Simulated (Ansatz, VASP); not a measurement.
**TiAl in VASP and in Ansatz**

Contents of INCAR:

```
SYSTEM = TiAl
ALGO = Fast
EDIFF = 1E-6
ENCUT = 520
GGA = PS
ISIF = 2
ISMEAR = 0
LASPH = .True.
LCHARG = .True.
LELF = .True.
LREAL = .False.
LVHAR = .True.
LWAVE = .False.
NBANDS = 14
NELM = 60
PREC = Accurate
SIGMA = 0.15
```

KPOINTS

```
k-points
0
Gamma
  16 16 16
  0 0 0
```

File POSCAR:

```
TiAl
1.0
    2.7216714778      0.0000000000      0.0000000000
    0.0000000000      2.7216714778      0.0000000000
    0.0000000000      0.0000000000      4.1306808018
Ti Al
1 1
Direct
    0.0000000000      0.0000000000      0.0000000000
    0.5000000000      0.5000000000      0.5000000000
```

Input for Ansatz:

```yaml
crystal:
  lattice:
    - [2.7216714778, 0.0, 0.0]
    - [0.0, 2.7216714778, 0.0]
    - [0.0, 0.0, 4.1306808018]
  atoms:
    - { symbol: Ti, position: [0.0, 0.0, 0.0] }
    - { symbol: Al, position: [0.5, 0.5, 0.5] }
basis:
  ecutwfc: 520.0
kpoints:
  mp_grid: { grid: [16, 16, 16] }
hamiltonian:
  xc: pbesol
  pseudopotentials: { kind: paw, azcp: { folder: soft_1 } }
scf:
  occupations: { method: gaussian, width: 0.15 }
output:
  forces: true
  stress: true
  eigenvalues: true
```

Alike in both runs: task single point; functional PBEsol; k mesh 16 × 16 × 16; occupations gaussian, width 0.15 eV; no spin polarisation.

|  | VASP | Ansatz |
| --- | --- | --- |
| version | VASP 6.6.1 | Ansatz 0.2.0 |
| potentials or method | VASP PAW PBE potentials, release 64 (Ti_sv, Al), cutoff 520 eV | scalar-relativistic, plane waves, PAW |
| valence electrons in the cell | 15 | 15 |

VASP gave:

| Property | Result |
| --- | --- |
| gap on the k mesh at the Fermi level (eV) | none |
| pressure (GPa) | 3.9 |
| traceless stress, the component that is largest in VASP (GPa) | -3.22 |

Q: Which values does Ansatz return?

A: gap on the k mesh at the Fermi level (eV): none; pressure (GPa): 3.9; traceless stress, the component that is largest in VASP (GPa): -3.26.

VASP's potentials were made for PBE, not for PBEsol, and Ansatz warns of the same on its side. A gap of «none» marks a metal or a gap that the smearing closes. The functional is the same, so the differences come from potentials, cutoffs and numerics.
